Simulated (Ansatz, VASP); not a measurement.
## One calculation of Te2Mo, two programs

File INCAR:

```
SYSTEM = Te2Mo
PREC     = Accurate       ! precision mode
ENCUT    = 520            ! plane-wave cutoff, eV
EDIFF    = 1E-6           ! SCF threshold, eV
ISMEAR   = -1             ! smearing method
SIGMA    = 0.5            ! smearing width, eV
LREAL    = .FALSE.        ! projectors in reciprocal space
LASPH    = .TRUE.         ! aspherical terms in the spheres
NELM     = 100            ! most SCF steps
ALGO     = Normal         ! electronic algorithm
ISIF     = 2              ! what is computed and relaxed
LWAVE    = .FALSE.        ! write WAVECAR
LCHARG   = .FALSE.        ! write CHGCAR
GGA      = PE             ! functional
NBANDS   = 20             ! bands
```

Contents of KPOINTS:

```
regular mesh
0
G
  6 6 6
  0 0 0
```

Contents of POSCAR:

```
Te2Mo
1.0
    1.7734078919      1.0238775238      7.1041367115
   -1.7734078919      1.0238775238      7.1041367115
    0.0000000000     -2.0477550476      7.1041367115
Mo Te
1 2
Direct
   -0.0000368534     -0.0000368534     -0.0000368534
    0.4174226661      0.4174226661      0.4174226661
    0.2492808540      0.2492808540      0.2492808540
```

Input for Ansatz:

```yaml
crystal:
  lattice:
    - [1.7734078919, 1.0238775238, 7.1041367115]
    - [-1.7734078919, 1.0238775238, 7.1041367115]
    - [0.0, -2.0477550476, 7.1041367115]
  atoms:
    - { symbol: Mo, position: [-3.68534e-05, -3.68534e-05, -3.68534e-05] }
    - { symbol: Te, position: [0.4174226661, 0.4174226661, 0.4174226661] }
    - { symbol: Te, position: [0.249280854, 0.249280854, 0.249280854] }
kpoints:
  mp_grid: { grid: [6, 6, 6] }
hamiltonian:
  xc: pbe
scf:
  occupations: { method: fermi_dirac, width: 0.5 }
  n_extra_bands: 4
output:
  forces: true
  stress: true
  eigenvalues: true
```

Alike in both runs: task single point; functional PBE; k mesh 6 × 6 × 6; occupations fermi-dirac, width 0.5 eV; no spin polarisation.

|  | VASP | Ansatz |
| --- | --- | --- |
| version | VASP 6.6.1 | Ansatz 0.2.0 |
| potentials or method | VASP PAW PBE potentials, release 64 (Mo_sv, Te) | plane waves |
| plane-wave cutoff (eV) | 520 | 420 |
| valence electrons in the cell | 26 | 46 |

```tsv
	VASP	Ansatz	Ansatz less VASP
pressure (GPa)	3.9	3.9	-0.01
traceless stress, the component that is largest in VASP (GPa)	0.54	0.52	-0.024
rms of the force components (eV/Å)	0.234	0.230	-0.0045
```

Atom by atom the forces differ by 0.004 eV/Å (rms over components). The functional is the same, so the differences come from potentials, cutoffs and numerics. VASP's potentials hold 26 valence electrons a cell and Ansatz's 46, so a difference there can come from the potentials and not from the codes.

Spin-orbit coupling is off throughout.
